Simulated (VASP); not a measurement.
Runs of VASP 6.6.1 on Li7ZnCl9. The cell holds an amorphous packing of atoms, 17 atoms: a = 7.351 Å, b = 7.231 Å, c = 6.890 Å, α = 87.43°, β = 85.61°, γ = 86.00°. 

```tsv
smearing	gap on the mesh (eV)	largest force (eV/Å)
fermi-dirac 0.1379 eV	3.32	(c)
fermi-dirac 0.0552 eV	3.80	(b)
fermi-dirac 0.05 eV	4.13	(a)
fermi-dirac 0.0991 eV	4.09	1.72
```

Alike in all rows: task single point; level PBE; potentials or basis VASP PAW PBE potentials, release 64 (Li_sv, Cl, Zn); no spin polarisation; cell as given; k mesh 1 × 1 × 1; cutoff (eV) 520.

Task: Estimate the missing entries.

Result: (a) 0.82; (b) 1.19; (c) 4.17.

Caveats: all runs use coarse meshes.

A k mesh can miss the band edges.
